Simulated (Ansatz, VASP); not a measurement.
## One calculation of Cd2SeO, two programs

INCAR

```
SYSTEM = Cd2SeO
PREC     = Accurate       ! precision mode
ENCUT    = 520            ! plane-wave cutoff, eV
EDIFF    = 1E-6           ! SCF threshold, eV
ISMEAR   = -1             ! smearing method
SIGMA    = 0.02           ! smearing width, eV
LREAL    = .False.        ! projectors in reciprocal space
LASPH    = .True.         ! aspherical terms in the spheres
NELM     = 80             ! most SCF steps
ALGO     = Normal         ! electronic algorithm
ISIF     = 2              ! what is computed and relaxed
LWAVE    = .False.        ! write WAVECAR
LCHARG   = .False.        ! write CHGCAR
GGA      = PE             ! functional
NBANDS   = 26             ! bands
```

Contents of KPOINTS:

```
Automatic mesh
0
Gamma
  6 6 4
  0 0 0
```

File POSCAR:

```
Cd2SeO
1.0
    4.0669847776      0.0000000000      0.0000000000
    0.0000000000      4.0669847776      0.0000000000
    0.0000000000      0.0000000000      5.5942298923
O Cd Se
1 2 1
Direct
    0.0000000000      0.0000000000      0.0000000000
    0.0000000000      0.5000000000      0.8071404097
    0.5000000000      0.0000000000      0.1928595903
    0.5000000000      0.5000000000      0.5000000000
```

Input for Ansatz:

```yaml
crystal:
  lattice:
    - [4.0669847776, 0.0, 0.0]
    - [0.0, 4.0669847776, 0.0]
    - [0.0, 0.0, 5.5942298923]
  atoms:
    - { symbol: O, position: [0.0, 0.0, 0.0] }
    - { symbol: Cd, position: [0.0, 0.5, 0.8071404097] }
    - { symbol: Se, position: [0.5, 0.5, 0.5] }
    - { symbol: Cd, position: [0.5, 0.0, 0.1928595903] }
kpoints:
  mp_grid: { grid: [6, 6, 4] }
hamiltonian:
  xc: pbe
scf:
  occupations: { method: fermi_dirac, width: 0.02 }
  n_extra_bands: 5
output:
  forces: true
  stress: true
  eigenvalues: true
```

Alike in both runs: task single point; functional PBE; k mesh 6 × 6 × 4; occupations fermi-dirac, width 0.02 eV; no spin polarisation.

|  | VASP | Ansatz |
| --- | --- | --- |
| version | VASP 6.6.1 | Ansatz 0.2.0 |
| potentials or method | VASP PAW PBE potentials, release 64 (O, Cd, Se) | plane waves, PAW |
| plane-wave cutoff (eV) | 520 | 420 |
| valence electrons in the cell | 36 | 62 |

Ansatz gave:

```
pressure (GPa)                     : -1.8
rms of the force components (eV/Å) : 0.013
```

Task: Which values does VASP return?

Result: Pressure (GPa): -1.3; rms of the force components (eV/Å): 0.021.

VASP's potentials hold 36 valence electrons a cell and Ansatz's 62, so a difference there can come from the potentials and not from the codes.
